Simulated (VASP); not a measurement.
# Hf in VASP: a series of runs, part 2 of 2

VASP 6.6.1.

## Step 3: Single point, PBE

INCAR

```
SYSTEM = Hf
PREC     = Accurate       ! precision mode
ENCUT    = 520            ! plane-wave cutoff, eV
EDIFF    = 1E-7           ! SCF threshold, eV
ISMEAR   = -1             ! smearing method
SIGMA    = 0.05           ! smearing width, eV
LREAL    = .False.        ! projectors in reciprocal space
LASPH    = .True.         ! aspherical terms in the spheres
NELM     = 100            ! most SCF steps
ALGO     = Normal         ! electronic algorithm
ISIF     = 2              ! what is computed and relaxed
LWAVE    = .False.        ! write WAVECAR
LCHARG   = .False.        ! write CHGCAR
LDIPOL   = .True.       
IDIPOL   = 3            
DIPOL    = 0.5 0.5 0.500
GGA      = PE             ! functional
NBANDS   = 28             ! bands
```

KPOINTS

```
Automatic mesh
0
Gamma
  13 8 1
  0 0 0
```

POSCAR

```
Hf
1.0
    3.2031969921      0.0000000000      0.0000000000
    0.0000000000      5.0702495496      0.0000000000
    0.0000000000      0.0000000000     19.6987000000
Hf
4
Direct
    0.0000000000      0.7500000000      0.4061173250
    0.5000000000      0.2500000000      0.4530586628
    0.5000000000      0.7500000000      0.5469413372
    0.0000000000      0.2500000000      0.5938826750
```

Potentials or basis: VASP PAW PBE potentials, release 64 (Hf_pv).

Launch:

```
> cat potpaw_PBE.64/Hf_pv/POTCAR > POTCAR
> mpirun -np 1 vasp_std > vasp.out
```

OUTCAR:

```text
SYSTEM = Hf
   PREC = Accurate
   ENCUT = 520
   EDIFF = 1E-7
   ISMEAR = -1
   LREAL = .False.
   LASPH = .True.
   NELM = 100
   ISIF = 2
   GGA = PE

 ion  position               nearest neighbor table
   1  0.000  0.750  0.406-   2 3.14   2 3.14   2 3.14   2 3.14   3 3.20   3 3.20
   2  0.500  0.250  0.453-   3 3.14   3 3.14   1 3.14   1 3.14   1 3.14   1 3.14   4 3.20   4 3.20

   3  0.500  0.750  0.547-   2 3.14   2 3.14   4 3.14   4 3.14   4 3.14   4 3.14   1 3.20   1 3.20

   4  0.000  0.250  0.594-   3 3.14   3 3.14   3 3.14   3 3.14   2 3.20   2 3.20

  LATTYP: Found a simple orthorhombic cell.
 ALAT       =     3.2031969921
 B/A-ratio  =     1.5828716005
 C/A-ratio  =     6.1496998307

  Lattice vectors:

 A1 = (   3.2031969921,   0.0000000000,   0.0000000000)
 A2 = (   0.0000000000,   5.0702495496,   0.0000000000)
 A3 = (   0.0000000000,   0.0000000000,  19.6987000000)

Analysis of symmetry for initial positions (statically):
=====================================================================
 Subroutine PRICEL returns:
 Original cell was already a primitive cell.

 Routine SETGRP: Setting up the symmetry group for a
 simple orthorhombic supercell.

 Subroutine GETGRP returns: Found  8 space group operations
 (whereof  4 operations were pure point group operations)
 out of a pool of  8 trial point group operations.

The static configuration has the point symmetry C_2h.
 The point group associated with its full space group is D_2h.

Analysis of symmetry for dynamics (positions and initial velocities):
=====================================================================
 Subroutine PRICEL returns:
 Original cell was already a primitive cell.

 Routine SETGRP: Setting up the symmetry group for a
 simple orthorhombic supercell.

 Subroutine GETGRP returns: Found  8 space group operations
 (whereof  4 operations were pure point group operations)
 out of a pool of  8 trial point group operations.

The dynamic configuration has the point symmetry C_2h.
 The point group associated with its full space group is D_2h.

 Subroutine INISYM returns: Found  8 space group operations
 (whereof  4 operations are pure point group operations),
 and found     1 'primitive' translations

----------------------------------------------------------------------------------------

                                     Primitive cell

  volume of cell :     319.9267

  direct lattice vectors                    reciprocal lattice vectors
     3.203196992  0.000000000  0.000000000     0.312188105  0.000000000  0.000000000
     0.000000000  5.070249550  0.000000000     0.000000000  0.197228951  0.000000000
     0.000000000  0.000000000 19.698700000     0.000000000  0.000000000  0.050764771

  length of vectors
     3.203196992  5.070249550 19.698700000     0.312188105  0.197228951  0.050764771

  position of ions in fractional coordinates (direct lattice)
     0.000000000  0.750000000  0.406117325
     0.500000000  0.250000000  0.453058663
     0.500000000  0.750000000  0.546941337
     0.000000000  0.250000000  0.593882675

  ion indices of the primitive-cell ions
   primitive index   ion index
                 1           1
                 2           2
                 3           3
                 4           4

[... 51 lines left out ...]
  0.153846  0.375000  0.000000      4.000000
 [... further k-points ...]
   k-points           NKPTS =     35   k-points in BZ     NKDIM =     35   number of bands    NBANDS=     28
   number of dos      NEDOS =    301   number of ions     NIONS =      4
   total plane-waves  NPLWV = 144000
   dimension x,y,z NGX =    24 NGY =   40 NGZ =  150
   dimension x,y,z NGXF=    48 NGYF=   80 NGZF=  300
   ions per type =               4
   NGX,Y,Z   is equivalent  to a cutoff of  12.46, 13.12, 12.66 a.u.
   NGXF,Y,Z  is equivalent  to a cutoff of  24.91, 26.23, 25.32 a.u.
 SYSTEM =  Hf
   PREC   = accura    normal or accurate (medium, high low for compatibility)
   ISTART =      0    job   : 0-new  1-cont  2-samecut
   ICHARG =      2    charge: 1-file 2-atom 10-const
   ISPIN  =      1    spin polarized calculation?
   LNONCOLLINEAR =      F non collinear calculations
   LSORBIT =      F    spin-orbit coupling
   LASPH  =      T    aspherical Exc in radial PAW
   ENCUT  =  520.0 eV  38.22 Ry    6.18 a.u.   5.96  9.43 36.63*2*pi/ulx,y,z
   NELM   =    100;   NELMIN=  2; NELMDL= -5     # of ELM steps
   EDIFF  = 0.1E-06   stopping-criterion for ELM
   LREAL  =      F    real-space projection
   EDIFFG = 0.1E-05   stopping-criterion for IOM
   NSW    =      0    number of steps for IOM
   IBRION =     -1    ionic relax: 0-MD 1-quasi-New 2-CG
   NFREE  =      0    steps in history (QN), initial steepest desc. (CG)
   ISIF   =      2    stress and relaxation
   ISYM   =      2    0-nonsym 1-usesym 2-fastsym
   POTIM  = 0.5000    time-step for ionic-motion
   TEBEG  =    0.0;   TEEND  =   0.0 temperature during run
   PSTRESS=    0.0 pullay stress
   NELECT =      40.0000    total number of electrons
   NUPDOWN=      -1.0000    fix difference up-down
   EMIN   =  10.00;   EMAX   =-10.00  energy-range for DOS
   EFERMI =   0.00;   METHOD = LEGACY
   ISMEAR =    -1;   SIGMA  =   0.05  broadening in eV -4-tet -1-fermi 0-gaus
   EFERMI_NEDOS =   21; number of points for ismear=-14 and -15
   IALGO  =     38    algorithm
   IMIX   =      4    mixing-type and parameters
     AMIX     =   0.40;   BMIX     =  1.00
     AMIX_MAG =   1.60;   BMIX_MAG =  1.00
  volume/ion in A,a.u.               =      79.98       539.74
  Fermi-wavevector in a.u.,A,eV,Ry     =   0.818612  1.546952  9.117607  0.670125
  Thomas-Fermi vector in A             =   1.929269
   LORBIT       =      0    0 simple, 1 ext, 2 COOP (PROOUT), +10 PAW based schemes
   GGA     = PE    functional components
   LHFCALC =     F    Hartree Fock is set to
   AEXX    =    0.0000 exact exchange contribution
   IVDW    =     0    specifies the selected vdW correction
   LEPSILON=     F    determine dielectric tensor
   LRPA    =     F    only Hartree local field effects (RPA)
 non-spin polarized calculation
  energy-cutoff  :      520.00
  volume of cell :      319.93
 maximum number of plane-waves:      8688
 NGX is ok and might be reduce to    24

 dipolmoment           0.000000      0.000000      0.000000 electrons x Angstroem

 number of electron      39.9999997 magnetization

 dipolmoment           0.000000      0.000000     -0.000000 electrons x Angstroem

 Free energy of the ion-electron system (eV)
  ---------------------------------------------------
  ext. energy  EPLUGINS =         0.00000000
  ---------------------------------------------------
  free energy    TOTEN  =       -35.77218373 eV

  energy without entropy =      -35.71412227  energy(sigma->0) =      -35.74315300

 E-fermi :  -1.2308     XC(G=0):  -4.2642

 val. band max:       -1.2377040466   @ k =   0.3077   0.2500   0.0000
 cond. band min:      -1.2294485630   @ k =   0.1538   0.3750   0.0000
 fundamental gap:      0.0082554837
 Fermi energy:        -1.2308342118

 k-point     1 :       0.0000    0.0000    0.0000
  band No.  band energies     occupation
      1     -32.6224      2.00000
      2     -32.6100      2.00000
      3     -32.5337      2.00000
      4     -32.4504      2.00000
      5     -32.1187      2.00000
      6     -32.0916      2.00000
[... 733 lines left out ...]
     27       0.5692      0.00000
     28       0.6313      0.00000

 [... further k-points ...]

------------------------ aborting loop because EDIFF is reached ----------------------------------------

 vacuum level on the upper side and lower side of the slab       (xc-potential included)        -0.089        -0.089

  FORCE on cell =-STRESS in cart. coord.  units (eV):
  Direction    XX          YY          ZZ          XY          YZ          ZX
  --------------------------------------------------------------------------------------
  -------------------------------------------------------------------------------------
  Total       -6.0280064     -4.4240623     -3.2684894      0.0000000     -0.0000000      0.0000000
  in kB      -30.1879578    -22.1554853    -16.3684333      0.0000000     -0.0000000      0.0000000
  external PRESSURE =     -22.9039588 kB  Pullay stress =       0.0000000 kB

 VOLUME and BASIS-vectors are now :
 -----------------------------------------------------------------------------
  energy-cutoff  :      520.00
  volume of cell :      319.93
      direct lattice vectors                 reciprocal lattice vectors
     3.203196992  0.000000000  0.000000000     0.312188105  0.000000000  0.000000000
     0.000000000  5.070249550  0.000000000     0.000000000  0.197228951  0.000000000
     0.000000000  0.000000000 19.698700000     0.000000000  0.000000000  0.050764771

 POSITION                                       TOTAL-FORCE (eV/Angst)
 -----------------------------------------------------------------------------------
      0.00000      3.80269      7.99998         0.000000      0.000000      0.678954
      1.60160      1.26756      8.92467         0.000000     -0.000000      0.401244
      1.60160      3.80269     10.77403         0.000000     -0.000000     -0.401244
      0.00000      1.26756     11.69872         0.000000      0.000000     -0.678954
 -----------------------------------------------------------------------------------
    total drift:                                0.000000     -0.000000     -0.000000

  FREE ENERGIE OF THE ION-ELECTRON SYSTEM (eV)
  ---------------------------------------------------
  free  energy   TOTEN  =       -35.7721837307 eV

  energy  without entropy=      -35.7141222679  energy(sigma->0) =      -35.74315300

 vacuum level on the upper side and lower side of the slab         2.516         2.516
```

It took 5.1 min on 1 thread of Intel Xeon 6975P-C (Granite Rapids), shared host; peak memory 0.52 GiB.

Results:

```
Free energy            : -35.7722 eV
Largest force          : 0.679 eV/Å
Band gap on the k mesh : zero (band 20 reaches -0.83 eV, above the bottom of band 21 at -1.42 eV)
```

Forces in eV/Å, atoms in the order of the input:
```
Hf   0.000  0.000  0.679
Hf   0.000  0.000  0.401
Hf   0.000  0.000 -0.401
Hf   0.000  0.000 -0.679
```

Caveat: spin-orbit coupling is left out, which moves the levels of the heavy elements.

## Step 4: Single point, PBE

This run uses another cell than the first one, of 103.16 Å³/atom, 1.290 times its volume.

INCAR

```
  PREC = Accurate
  ENCUT = 520
  EDIFF = 1E-6
  ISMEAR = -1
  SIGMA = 0.05
  LREAL = False
  LASPH = True
  NELM = 100
  ALGO = Normal
  ISIF = 2
  LWAVE = False
  LCHARG = False
  LDIPOL = True
  IDIPOL = 3
  DIPOL = 0.5 0.5 0.500
  GGA = PE
  NBANDS = 28
```

KPOINTS

```
Automatic mesh
0
Gamma
  13 8 1
```

POSCAR

```
Hf
1.0
    3.2031969921      0.0000000000      0.0000000000
    0.0000000000      5.0702495496      0.0000000000
    0.0000000000      0.0000000000     25.4082000000
Hf
4
Direct
    0.0000000000      0.7500000000      0.4329313249
    0.5000000000      0.2500000000      0.4670749897
    0.5000000000      0.7500000000      0.5329250545
    0.0000000000      0.2500000000      0.5670686751
```

Launch:

```
> cat potpaw_PBE.64/Hf_pv/POTCAR > POTCAR
> mpirun -np 1 vasp_std > vasp.out
```

Run time: 6.4 min. Hardware: 1 thread of Intel Xeon 6975P-C (Granite Rapids), shared host; peak memory 0.61 GiB.

The run converged. Its results:

- Free energy: -35.9431 eV
- Largest force: 0.058 eV/Å
- Band gap on the k mesh: zero (band 20 reaches -1.42 eV, above the bottom of band 21 at -2.20 eV)

Forces on the atoms (eV/Å):
```
Hf   0.000  0.000  0.058
Hf   0.000  0.000  0.042
Hf   0.000  0.000 -0.042
Hf   0.000  0.000 -0.058
```

Levels at points of the mesh, in eV from the Fermi level:
| k point | band 17 | band 18 | band 19 | band 20 | band 21 | band 22 | band 23 | band 24 |
| --- | --- | --- | --- | --- | --- | --- | --- | --- |
| (0.00, 0.00, 0.00) | -1.61 | -0.33 | -0.32 | 0.49 | 0.85 | 0.88 | 0.89 | 1.43 |
| (0.00, 0.50, 0.00) | -0.87 | -0.87 | -0.42 | -0.42 | 0.49 | 0.49 | 0.93 | 0.93 |

Caveat: spin-orbit coupling is left out, which moves the levels of the heavy elements.

## Step 5: Summary

```tsv
cell	dipole correction	gap on the mesh (eV)	largest force (eV/Å)
a = 3.203, b = 5.070, c = 19.699 Å, 4 atoms	no	none	0.06
a = 3.203, b = 5.070, c = 19.699 Å, 4 atoms	yes	none	0.68
a = 3.203, b = 5.070, c = 25.408 Å, 4 atoms	yes	none	0.06
```

Some of these runs hold the atoms at other places in the same cell, which the table doesn't show; runs alike in all that it shows share one row.

Alike in all rows: task single point; level PBE; potentials or basis VASP PAW PBE potentials, release 64 (Hf_pv); no spin polarisation; k mesh 13 × 8 × 1; cutoff (eV) 520; smearing fermi-dirac 0.05 eV.

Caveats: spin-orbit coupling is left out, which moves the levels of the heavy elements.

Total energies depend on the potentials used, so only differences within one code and one set of settings carry meaning.
